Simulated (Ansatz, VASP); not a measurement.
**Cu2H3: VASP beside Ansatz**

```
Cu H
1.0
     2.20938    1.27559    2.23540
    -2.20938    1.27559    2.23540
     0.00000   -2.55117    2.23540
Cu H
2 3
Direct
  0.19113 0.19113 0.19113
  0.80887 0.80887 0.80887
  0.00000 0.31749 0.68251
  0.68251 0.00000 0.31749
  0.31749 0.68251 0.00000
```

Change from the starting cell: species swapped into the Ni3Se2 type (R32, No. 155).

Alike in both runs: functional PBE; k mesh 12 × 12 × 12; occupations gaussian, width 0.1 eV; no spin polarisation.

Ansatz relaxed the structure, and its values are those at the end. VASP's run is a single point on that final structure, the one shown.

|  | VASP | Ansatz |
| --- | --- | --- |
| version | VASP 6.6.1 | Ansatz 0.2.0 |
| potentials or method | VASP PAW PBE potentials, release 64 (Cu, H), cutoff 520 eV | scalar-relativistic, plane waves, PAW |
| valence electrons in the cell | 25 | 41 |

```csv
,VASP,Ansatz,Ansatz less VASP
gap on the k mesh at the Fermi level (eV),none,none,-
pressure (GPa),0.2,0.0,-0.24
rms of the force components (eV/Å),0.004,0.002,-0.0024
```

A gap of «none» marks a metal or a gap that the smearing closes. VASP's potentials hold 25 valence electrons a cell and Ansatz's 41, so a difference there can come from the potentials and not from the codes.
